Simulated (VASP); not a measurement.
Write the native input for VASP 6.6.1 that does the following.

```yaml
Task: G0W0 quasiparticle levels
Functional: PBE
Potentials_or_basis: VASP PAW PBE potentials, release 64 (C_GW)
Cutoff: 500 eV
k_mesh: 6 × 6 × 6
Occupations: gaussian, width 0.01 eV
Spin: no spin polarisation
Dipole_correction: no
GW_scheme: G0W0
GW_iterations: 1
Cutoff_of_the_response_function: 120
Frequency_points: 48
Empty_bands: 33
Further_INCAR_settings: ALGO = EVGW0; EDIFF = 1e-08; NBANDS = 37
```

C:

```
CELL_PARAMETERS angstrom
0.00000 1.78012 1.78012
1.78012 0.00000 1.78012
1.78012 1.78012 0.00000
ATOMIC_POSITIONS crystal
C 0.00000 0.00000 0.00000
C 0.25000 0.25000 0.25000
```

One way to write it, as run:

POSCAR

```
C
1.0
    0.0000000000      1.7801243542      1.7801243542
    1.7801243542      0.0000000000      1.7801243542
    1.7801243542      1.7801243542      0.0000000000
C
2
Direct
    0.0000000000      0.0000000000      0.0000000000
    0.2500000000      0.2500000000      0.2500000000
```

INCAR.step1

```
  PREC = Accurate
  ENCUT = 500
  EDIFF = 1E-8
  ISMEAR = 0
  SIGMA = 0.01
  LREAL = F
  LASPH = T
  NELM = 100
  ALGO = Normal
  LWAVE = T
  LCHARG = F
  GGA = PE
```

INCAR.step2

```
  PREC = Accurate
  ENCUT = 500
  EDIFF = 1E-8
  ISMEAR = 0
  SIGMA = 0.01
  LREAL = F
  LASPH = T
  NELM = 1
  ALGO = Exact
  LWAVE = T
  LCHARG = F
  GGA = PE
  NBANDS = 37
  LOPTICS = T
  ISTART = 1
```

INCAR.step3

```
  PREC = Accurate
  ENCUT = 500
  EDIFF = 1E-8
  ISMEAR = 0
  SIGMA = 0.01
  LREAL = F
  LASPH = T
  ALGO = EVGW0
  LWAVE = F
  LCHARG = F
  GGA = PE
  NELMGW = 1
  NBANDS = 37
  ENCUTGW = 120.0
  NOMEGA = 48
  PRECFOCK = Fast
  ISTART = 1
  NBANDSGW = 12
```

KPOINTS

```
Automatic mesh
0
Gamma
  6 6 6
```

Potentials or basis: VASP PAW PBE potentials, release 64 (C_GW).

The run is started by

```console
$ cat potpaw_PBE.64/C_GW/POTCAR > POTCAR
$ cp INCAR.step1 INCAR
$ mpirun -np 1 vasp_std > vasp.out
$ cp INCAR.step2 INCAR
$ mpirun -np 1 vasp_std > vasp.out
$ cp INCAR.step3 INCAR
$ mpirun -np 1 vasp_std > vasp.out
```

It gave:

The band gap on the k mesh, mean-field level is 4.17 eV, indirect (least direct gap 5.61 eV) and the quasiparticle gap is 5.36 eV. The least direct quasiparticle gap is 7.24 eV.

Caveat: the k points lie up to 0.51 Å⁻¹ apart; bands, screening cutoff and mesh are small and nothing is extrapolated, so the quasiparticle values aren't converged.

It took 37 s on 1 thread of Intel Xeon 6975P-C (shared host), peak memory 0.17 GiB.
